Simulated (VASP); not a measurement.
# Ge3Pt (Fm-3m) in VASP: a series of runs

Runs on Ge3Pt. Level: PBE. Tasks: single point, relaxation of cell and atoms.

All numbers are computed with VASP 6.6.1; they aren't measurements. Logs are shortened: lines on timing, memory, paths and dates and some standing lists are left out, and cuts for length are marked.

### Step 1. The cell of the first run

It takes space group Fm-3m (No. 225, cubic). The conventional cell has a = 6.567 Å, b = 6.567 Å, c = 6.567 Å, α = 90.00°, β = 90.00°, γ = 90.00°. Within 3.7 Å of Ge (site symmetry -43m) lie 10 Ge at 2.84 to 3.28 Å and 4 Pt at 2.84 Å. Ge (site symmetry m-3m) has 8 Ge at 2.84 Å and 6 Pt at 3.28 Å within 3.7 Å. Within 3.7 Å of Pt (site symmetry m-3m) lie 14 Ge at 2.84 to 3.28 Å.

### Step 2. Single point, PBE

The input, INCAR:

```
SYSTEM = Ge3Pt
ALGO     = Normal         ! electronic algorithm
EDIFF    = 1E-6           ! SCF threshold, eV
ENCUT    = 520            ! plane-wave cutoff, eV
GGA      = PE             ! functional
ISIF     = 2              ! what is computed and relaxed
ISMEAR   = 0              ! smearing method
LASPH    = .TRUE.         ! aspherical terms in the spheres
LCHARG   = .FALSE.        ! write CHGCAR
LREAL    = .FALSE.        ! projectors in reciprocal space
LWAVE    = .FALSE.        ! write WAVECAR
NBANDS   = 34             ! bands
NELM     = 60             ! most SCF steps
PREC     = Accurate       ! precision mode
SIGMA    = 0.1            ! smearing width, eV
```

The input, KPOINTS:

```
k-points
0
G
  12 12 12
  0 0 0
```

The input, POSCAR:

```
Ge3Pt
1.0
    0.0000000000      3.2836257545      3.2836257545
    3.2836257545      0.0000000000      3.2836257545
    3.2836257545      3.2836257545      0.0000000000
Ge Pt
3 1
Direct
    0.2500000000      0.2500000000      0.2500000000
    0.7500000000      0.7500000000      0.7500000000
    0.5000000000      0.5000000000      0.5000000000
    0.0000000000      0.0000000000      0.0000000000
```

Potentials or basis: VASP PAW PBE potentials, release 64 (Ge_d, Pt).

The run is started by

```sh
$ cat potpaw_PBE.64/Ge_d/POTCAR potpaw_PBE.64/Pt/POTCAR > POTCAR
$ mpirun -np 1 vasp_std > vasp.out
```

OUTCAR:

```text
SYSTEM = Ge3Pt
   EDIFF = 1E-6
   ENCUT = 520
   GGA = PE
   ISIF = 2
   ISMEAR = 0
   LASPH = .TRUE.
   LREAL = .FALSE.
   NELM = 60
   PREC = Accurate

 ion  position               nearest neighbor table
   1  0.250  0.250  0.250-   4 2.84   4 2.84   4 2.84   3 2.84   4 2.84   3 2.84   3 2.84   3 2.84

   2  0.750  0.750  0.750-   3 2.84   3 2.84   3 2.84   3 2.84   4 2.84   4 2.84   4 2.84   4 2.84

   3  0.500  0.500  0.500-   1 2.84   1 2.84   1 2.84   1 2.84   2 2.84   2 2.84   2 2.84   2 2.84

   4  0.000  0.000  0.000-   2 2.84   2 2.84   2 2.84   1 2.84   2 2.84   1 2.84   1 2.84   1 2.84

  LATTYP: Found a face centered cubic cell.
 ALAT       =     6.5672515090

  Lattice vectors:

 A1 = (   0.0000000000,   3.2836257545,   3.2836257545)
 A2 = (   3.2836257545,   0.0000000000,   3.2836257545)
 A3 = (   3.2836257545,   3.2836257545,   0.0000000000)

Analysis of symmetry for initial positions (statically):
=====================================================================
 Subroutine PRICEL returns:
 Original cell was already a primitive cell.

 Routine SETGRP: Setting up the symmetry group for a
 face centered cubic supercell.

 Subroutine GETGRP returns: Found 48 space group operations
 (whereof 48 operations were pure point group operations)
 out of a pool of 48 trial point group operations.

The static configuration has the point symmetry O_h .

Analysis of symmetry for dynamics (positions and initial velocities):
=====================================================================
 Subroutine PRICEL returns:
 Original cell was already a primitive cell.

 Routine SETGRP: Setting up the symmetry group for a
 face centered cubic supercell.

 Subroutine GETGRP returns: Found 48 space group operations
 (whereof 48 operations were pure point group operations)
 out of a pool of 48 trial point group operations.

The dynamic configuration has the point symmetry O_h .

 Subroutine INISYM returns: Found 48 space group operations
 (whereof 48 operations are pure point group operations),
 and found     1 'primitive' translations

----------------------------------------------------------------------------------------

                                     Primitive cell

  volume of cell :      70.8094

  direct lattice vectors                    reciprocal lattice vectors
     0.000000000  3.283625755  3.283625755    -0.152270702  0.152270702  0.152270702
     3.283625755  0.000000000  3.283625755     0.152270702 -0.152270702  0.152270702
     3.283625755  3.283625755  0.000000000     0.152270702  0.152270702 -0.152270702

  length of vectors
     4.643748076  4.643748076  4.643748076     0.263740593  0.263740593  0.263740593

  position of ions in fractional coordinates (direct lattice)
     0.250000000  0.250000000  0.250000000
     0.750000000  0.750000000  0.750000000
     0.500000000  0.500000000  0.500000000
     0.000000000  0.000000000  0.000000000

  ion indices of the primitive-cell ions
   primitive index   ion index
                 1           1
                 2           2
                 3           3
                 4           4

----------------------------------------------------------------------------------------

 KPOINTS: k-points

Automatic generation of k-mesh.
 Grid dimensions read from file:
 generate k-points for:   12   12   12

 Generating k-lattice:

  Cartesian coordinates                     Fractional coordinates (reciprocal lattice)
    -0.012689225  0.012689225  0.012689225     0.083333333  0.000000000  0.000000000
     0.012689225 -0.012689225  0.012689225     0.000000000  0.083333333  0.000000000
     0.012689225  0.012689225 -0.012689225     0.000000000  0.000000000  0.083333333

  Length of vectors
     0.021978383  0.021978383  0.021978383

  Shift w.r.t. Gamma in fractional coordinates (k-lattice)
     0.000000000  0.000000000  0.000000000

 Subroutine IBZKPT returns following result:
 ===========================================

 Found     72 irreducible k-points:

 Following reciprocal coordinates:
            Coordinates               Weight
  0.000000  0.000000  0.000000      1.000000
  0.083333  0.000000  0.000000      8.000000
  0.166667  0.000000  0.000000      8.000000
  0.250000  0.000000  0.000000      8.000000
  0.333333  0.000000  0.000000      8.000000
  0.416667  0.000000  0.000000      8.000000
[... 16 lines left out ...]
  0.500000  0.166667  0.000000     24.000000
 -0.416667  0.166667  0.000000     24.000000
 [... further k-points ...]
   k-points           NKPTS =     72   k-points in BZ     NKDIM =     72   number of bands    NBANDS=     34
   number of dos      NEDOS =    301   number of ions     NIONS =      4
   total plane-waves  NPLWV =  46656
   dimension x,y,z NGX =    36 NGY =   36 NGZ =   36
   dimension x,y,z NGXF=    72 NGYF=   72 NGZF=   72
   ions per type =               3   1
   NGX,Y,Z   is equivalent  to a cutoff of  12.89, 12.89, 12.89 a.u.
   NGXF,Y,Z  is equivalent  to a cutoff of  25.78, 25.78, 25.78 a.u.
 SYSTEM =  Ge3Pt
   PREC   = accura    normal or accurate (medium, high low for compatibility)
   ISTART =      0    job   : 0-new  1-cont  2-samecut
   ICHARG =      2    charge: 1-file 2-atom 10-const
   ISPIN  =      1    spin polarized calculation?
   LNONCOLLINEAR =      F non collinear calculations
   LSORBIT =      F    spin-orbit coupling
   LASPH  =      T    aspherical Exc in radial PAW
   ENCUT  =  520.0 eV  38.22 Ry    6.18 a.u.   8.63  8.63  8.63*2*pi/ulx,y,z
   NELM   =     60;   NELMIN=  2; NELMDL= -5     # of ELM steps
   EDIFF  = 0.1E-05   stopping-criterion for ELM
   LREAL  =      F    real-space projection
   EDIFFG = 0.1E-04   stopping-criterion for IOM
   NSW    =      0    number of steps for IOM
   IBRION =     -1    ionic relax: 0-MD 1-quasi-New 2-CG
   NFREE  =      0    steps in history (QN), initial steepest desc. (CG)
   ISIF   =      2    stress and relaxation
   ISYM   =      2    0-nonsym 1-usesym 2-fastsym
   POTIM  = 0.5000    time-step for ionic-motion
   TEBEG  =    0.0;   TEEND  =   0.0 temperature during run
   PSTRESS=    0.0 pullay stress
   NELECT =      52.0000    total number of electrons
   NUPDOWN=      -1.0000    fix difference up-down
   EMIN   =  10.00;   EMAX   =-10.00  energy-range for DOS
   EFERMI =   0.00;   METHOD = LEGACY
   ISMEAR =     0;   SIGMA  =   0.10  broadening in eV -4-tet -1-fermi 0-gaus
   EFERMI_NEDOS =   21; number of points for ismear=-14 and -15
   IALGO  =     38    algorithm
   IMIX   =      4    mixing-type and parameters
     AMIX     =   0.40;   BMIX     =  1.00
     AMIX_MAG =   1.60;   BMIX_MAG =  1.00
  volume/ion in A,a.u.               =      17.70       119.46
  Fermi-wavevector in a.u.,A,eV,Ry     =   1.476995  2.791115 29.681294  2.181514
  Thomas-Fermi vector in A             =   2.591453
   LORBIT       =      0    0 simple, 1 ext, 2 COOP (PROOUT), +10 PAW based schemes
   GGA     = PE    functional components
   LHFCALC =     F    Hartree Fock is set to
   AEXX    =    0.0000 exact exchange contribution
   IVDW    =     0    specifies the selected vdW correction
   LEPSILON=     F    determine dielectric tensor
   LRPA    =     F    only Hartree local field effects (RPA)
 non-spin polarized calculation
 Gauss-broadening in eV      SIGMA  =   0.10
  energy-cutoff  :      520.00
  volume of cell :       70.81
 maximum number of plane-waves:      1932
   NGX = 17   NGY = 17   NGZ = 17

 number of electron      51.9999955 magnetization

 Free energy of the ion-electron system (eV)
  ---------------------------------------------------
  ext. energy  EPLUGINS =         0.00000000
  ---------------------------------------------------
  free energy    TOTEN  =       -19.21252640 eV

  energy without entropy =      -19.20172713  energy(sigma->0) =      -19.20712676

 E-fermi :   7.9097     XC(G=0): -11.8452

 val. band max:        7.9050596136   @ k =   0.3333   0.1667   0.0833
 cond. band min:       7.9221337299   @ k =   0.1667   0.0833   0.0000
 fundamental gap:      0.0170741163
 Fermi energy:         7.9096684605

 k-point     1 :       0.0000    0.0000    0.0000
  band No.  band energies     occupation
      1     -17.0332      2.00000
      2     -17.0332      2.00000
      3     -17.0332      2.00000
      4     -17.0173      2.00000
      5     -17.0173      2.00000
      6     -16.8424      2.00000
[... 26 lines left out ...]
     33      11.3915      0.00000
     34      15.1819      0.00000

 k-point     2 :       0.0833    0.0000    0.0000
  band No.  band energies     occupation
      1     -17.0336      2.00000
      2     -17.0336      2.00000
      3     -17.0332      2.00000
      4     -17.0167      2.00000
      5     -17.0167      2.00000
      6     -16.8422      2.00000
[... 26 lines left out ...]
     33      12.2923      0.00000
     34      15.3963      0.00000

 k-point     3 :       0.1667    0.0000    0.0000
  band No.  band energies     occupation
      1     -17.0347      2.00000
      2     -17.0347      2.00000
      3     -17.0331      2.00000
      4     -17.0152      2.00000
      5     -17.0152      2.00000
      6     -16.8408      2.00000
[... 26 lines left out ...]
     33      13.9434      0.00000
     34      15.9897      0.00000

 k-point     4 :       0.2500    0.0000    0.0000
  band No.  band energies     occupation
      1     -17.0362      2.00000
      2     -17.0362      2.00000
      3     -17.0327      2.00000
      4     -17.0132      2.00000
      5     -17.0132      2.00000
      6     -16.8380      2.00000
[... 26 lines left out ...]
     33      15.2800      0.00000
     34      16.8432      0.00000

 k-point     5 :       0.3333    0.0000    0.0000
  band No.  band energies     occupation
      1     -17.0377      2.00000
      2     -17.0377      2.00000
      3     -17.0319      2.00000
      4     -17.0111      2.00000
      5     -17.0111      2.00000
      6     -16.8340      2.00000
[... 621 lines left out ...]
 k-point    22 :       0.4167    0.1667    0.0000
  band No.  band energies     occupation
      1     -17.0394      2.00000
      2     -17.0379      2.00000
      3     -17.0315      2.00000
      4     -17.0109      2.00000
      5     -17.0089      2.00000
      6     -16.8381      2.00000
[... 26 lines left out ...]
     33      13.9609      0.00000
     34      15.3122      0.00000

 k-point    23 :       0.5000    0.1667    0.0000
  band No.  band energies     occupation
      1     -17.0399      2.00000
      2     -17.0380      2.00000
      3     -17.0318      2.00000
      4     -17.0097      2.00000
      5     -17.0080      2.00000
      6     -16.8352      2.00000
[... 26 lines left out ...]
     33      14.9794      0.00000
     34      15.1124      0.00000

 k-point    24 :      -0.4167    0.1667    0.0000
  band No.  band energies     occupation
      1     -17.0397      2.00000
      2     -17.0380      2.00000
      3     -17.0322      2.00000
      4     -17.0092      2.00000
      5     -17.0082      2.00000
      6     -16.8336      2.00000
[... 26 lines left out ...]
     33      15.0565      0.00000
     34      16.0903      0.00000

 [... further k-points ...]

------------------------ aborting loop because EDIFF is reached ----------------------------------------

  FORCE on cell =-STRESS in cart. coord.  units (eV):
  Direction    XX          YY          ZZ          XY          YZ          ZX
  --------------------------------------------------------------------------------------
  -------------------------------------------------------------------------------------
  Total       -0.0083004     -0.0083004     -0.0083004     -0.0000000     -0.0000000      0.0000000
  in kB       -0.1878106     -0.1878106     -0.1878106     -0.0000000     -0.0000000      0.0000000
  external PRESSURE =      -0.1878106 kB  Pullay stress =       0.0000000 kB

 VOLUME and BASIS-vectors are now :
 -----------------------------------------------------------------------------
  energy-cutoff  :      520.00
  volume of cell :       70.81
      direct lattice vectors                 reciprocal lattice vectors
     0.000000000  3.283625755  3.283625755    -0.152270702  0.152270702  0.152270702
     3.283625755  0.000000000  3.283625755     0.152270702 -0.152270702  0.152270702
     3.283625755  3.283625755  0.000000000     0.152270702  0.152270702 -0.152270702

 POSITION                                       TOTAL-FORCE (eV/Angst)
 -----------------------------------------------------------------------------------
      1.64181      1.64181      1.64181        -0.000000     -0.000000      0.000000
      4.92544      4.92544      4.92544        -0.000000     -0.000000     -0.000000
      3.28363      3.28363      3.28363         0.000000      0.000000      0.000000
      0.00000      0.00000      0.00000         0.000000      0.000000      0.000000
 -----------------------------------------------------------------------------------
    total drift:                                0.000000      0.000000      0.000000

  FREE ENERGIE OF THE ION-ELECTRON SYSTEM (eV)
  ---------------------------------------------------
  free  energy   TOTEN  =       -19.2125263974 eV

  energy  without entropy=      -19.2017271314  energy(sigma->0) =      -19.20712676
```

Run time: 2.8 min. Hardware: 1 thread of Intel Xeon Platinum 8488C (Sapphire Rapids), shared host; peak memory 0.3 GiB.

Results:

```
Free energy            : -19.2125 eV
Pressure               : 0.0 GPa
Band gap on the k mesh : zero (band 26 reaches 8.10 eV, above the bottom of band 27 at 7.76 eV)
```

Caveat: spin-orbit coupling is left out, which moves the levels of the heavy elements.

### Step 3. Relaxation of cell and atoms, PBE

This run uses another cell than the first one, of 17.59 Å³/atom, 0.994 times its volume.

The input, INCAR:

```
PREC = Accurate ; ENCUT = 600
EDIFF = 1E-7 ; ISMEAR = 0
SIGMA = 0.1 ; LREAL = False
LASPH = True ; NELM = 80
ALGO = Normal ; ISIF = 3
LWAVE = False ; LCHARG = False
GGA = PE ; IBRION = 2
NSW = 100 ; EDIFFG = -0.01
```

The input, KPOINTS:

```
Automatic mesh
0
Gamma
  12 12 12
```

The input, POSCAR:

```
Ge3Pt
1.0
    0.0000000000      3.2768612197      3.2768612197
    3.2768612197      0.0000000000      3.2768612197
    3.2768612197      3.2768612197      0.0000000000
Ge Pt
3 1
Direct
    0.2500000000      0.2500000000      0.2500000000
    0.7500000000      0.7500000000      0.7500000000
    0.5000000000      0.5000000000      0.5000000000
    0.0000000000      0.0000000000      0.0000000000
```

Potentials or basis: VASP PAW PBE potentials, release 64 (Ge_d, Pt).

The run is started by

```sh
$ cat potpaw_PBE.64/Ge_d/POTCAR potpaw_PBE.64/Pt/POTCAR > POTCAR
$ mpirun -np 1 vasp_std > vasp.out
```

Run time: 8.1 min. Hardware: 1 thread of Intel Xeon Platinum 8488C (Sapphire Rapids), shared host; peak memory 0.36 GiB.

It converged, with:

- Free energy: -19.2125 eV
- Relaxed volume: 17.71 Å³/atom
- Relaxed cell: a = 4.644 Å, b = 4.644 Å, c = 4.644 Å, α = 60.00°, β = 60.00°, γ = 60.00°
- Space group after relaxing (to 0.05 Å): Fm-3m (No. 225)
- Energy gained by relaxing: 0.2 meV/atom
- Ionic steps: 3
- Pressure after relaxing: 0.0 GPa
- Band gap on the k mesh: zero (band 26 reaches 8.09 eV, above the bottom of band 27 at 7.76 eV)

The path:
```
step  energy change (eV)  largest force (eV/Å)  pressure (GPa)  volume (Å³)
   1              0.0000                0.0000            0.67        70.37
   2             -0.0006                0.0000           -0.40        71.12
   3             -0.0010                0.0000            0.00        70.83
```

Final structure:
```cif
data_structure
_symmetry_space_group_name_H-M 'P 1'
_symmetry_Int_Tables_number 1
_cell_length_a 4.6443
_cell_length_b 4.6443
_cell_length_c 4.6443
_cell_angle_alpha 60.000
_cell_angle_beta 60.000
_cell_angle_gamma 60.000
_cell_volume 70.83
loop_
_atom_site_label
_atom_site_type_symbol
_atom_site_fract_x
_atom_site_fract_y
_atom_site_fract_z
_atom_site_occupancy
Ge1 Ge 0.25000 0.25000 0.25000 1
Ge2 Ge 0.75000 0.75000 0.75000 1
Ge3 Ge 0.50000 0.50000 0.50000 1
Pt1 Pt 0.00000 0.00000 0.00000 1
```

Levels at points of the mesh, in eV from the Fermi level:
| k point | band 24 | band 25 | band 26 | band 27 | band 28 | band 29 |
| --- | --- | --- | --- | --- | --- | --- |
| (0.00, 0.00, 0.00) | -1.34 | -1.34 | -1.34 | 1.48 | 1.48 | 1.48 |
| (0.50, 0.00, 0.00) | -1.32 | -1.32 | -0.43 | 0.00 | 0.00 | 2.85 |
| (0.50, 0.50, 0.00) | -2.86 | -2.17 | -1.17 | 3.44 | 4.24 | 4.24 |

Caveat: spin-orbit coupling is left out, which moves the levels of the heavy elements.
